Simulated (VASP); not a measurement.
A run of VASP 6.6.1 is set up as follows.

The input INCAR:

```
ALGO = Fast
EDIFF = 1E-6
ENCUT = 520
GGA = RE
ISIF = 2
ISMEAR = -1
LASPH = T
LCHARG = F
LREAL = F
LWAVE = F
NBANDS = 18
NELM = 100
PREC = Accurate
SIGMA = 0.05
```

Contents of KPOINTS:

```
k-points
0
Gamma
  12 12 7
```

The input POSCAR:

```
Cu
1.0
    2.5964237009      0.0000000000      0.0000000000
   -1.2982118504      2.2485688840      0.0000000000
    0.0000000000      0.0000000000      4.2127372357
Cu
2
Direct
    0.6666666667      0.3333333333      0.7500000000
    0.3333333333      0.6666666667      0.2500000000
```

Potentials or basis: VASP PAW PBE potentials, release 64 (Cu).

Command:

```sh
$ cat potpaw_PBE.64/Cu/POTCAR > POTCAR
$ mpirun -np 1 vasp_std > vasp.out
```

Problem. What does it give for the band gap on the k mesh?

Solution. Zero (band 11 reaches 11.08 eV, above the bottom of band 12 at 5.38 eV).

Problem. Predict the pressure.

Solution. 1.0 GPa.

Stress tensor (GPa, compression positive):
```
1.01 0.00 0.00
0.00 1.01 0.00
0.00 0.00 0.88
```

Caveat: the PAW data sets were made with another functional, which shifts forces and pressure a little.
